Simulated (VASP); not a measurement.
Crystal: FeO.

```xyz
2
Lattice="0.0000 2.1554 2.1554 2.1554 0.0000 2.1554 2.1554 2.1554 0.0000" Properties=species:S:1:pos:R:3 pbc="T T T"
Fe    0.0000    0.0000    0.0000
O     2.1554    2.1554    2.1554
```

```yaml
Program: VASP 6.6.1
Task: relaxation of cell and atoms
Functional: BLYP
Potentials_or_basis: VASP PAW PBE potentials, release 64 (Fe, O)
Cutoff: 600 eV
k_mesh: 11 × 11 × 11
Occupations: fermi-dirac, width 0.05 eV
Spin: collinear spin, ferromagnetic start
Starting_moments: "[3.0, 0.0] μB"
```

At the start: pressure 6.8 GPa; volume 10.01 Å³/atom.

**Question.** How do energy, volume and symmetry change on relaxing?

**Answer.** Over 3 steps the energy falls by 8.0 meV/atom and the volume is 10.40 Å³/atom (+3.8 %); space group Fm-3m (No. 225, to 0.1 Å) before and after; moment 4.00 μB per cell.

The path:
| step | energy change (eV) | largest force (eV/Å) | pressure (GPa) | volume (Å³) |
| --- | --- | --- | --- | --- |
| 1 | 0.0000 | 0.0000 | 6.83 | 20.03 |
| 2 | -0.0099 | 0.0000 | -3.81 | 21.29 |
| 3 | -0.0159 | 0.0000 | -0.02 | 20.80 |

Final structure:
```xyz
2
Lattice="0.0000 2.1826 2.1826 2.1826 0.0000 2.1826 2.1826 2.1826 0.0000" Properties=species:S:1:pos:R:3 pbc="T T T"
Fe    0.0000    0.0000    0.0000
O     2.1826    2.1826    2.1826
```

Caveat: the PAW data sets were made with another functional, which shifts forces and pressure a little; a cell with one magnetic atom can't hold antiferromagnetic order, which such compounds often take.
